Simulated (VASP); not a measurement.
Input of a VASP 6.6.1 run:

File INCAR:

```
SYSTEM = InP
PREC = Accurate
ENCUT = 520
EDIFF = 1E-6
ISMEAR = -1
SIGMA = 0.1
LREAL = .False.
LASPH = .True.
NELM = 80
ALGO = Normal
ISIF = 2
LWAVE = .False.
LCHARG = .False.
NBANDS = 16
```

The input KPOINTS:

```
Automatic mesh
0
Gamma
  12 12 12
  0 0 0
```

The input POSCAR:

```
InP
1.0
    0.0000000000      2.9136593918      2.9136593918
    2.9136593918      0.0000000000      2.9136593918
    2.9136593918      2.9136593918      0.0000000000
In P
1 1
Direct
    0.0000000000      0.0000000000      0.0000000000
    0.7500000000      0.7500000000      0.7500000000
```

Potentials or basis: VASP PAW LDA potentials, release 64 (In_d, P).

Run with:

```sh
$ cat potpaw_LDA.64/In_d/POTCAR potpaw_LDA.64/P/POTCAR > POTCAR
$ mpirun -np 1 vasp_std > vasp.out
```

(1) What does it give for the pressure?

(2) Estimate the band gap on the k mesh.

## Answers

(1) 0.0 GPa.

(2) 0.60 eV, direct.

Caveat: spin-orbit coupling is left out, which moves the levels of the heavy elements.
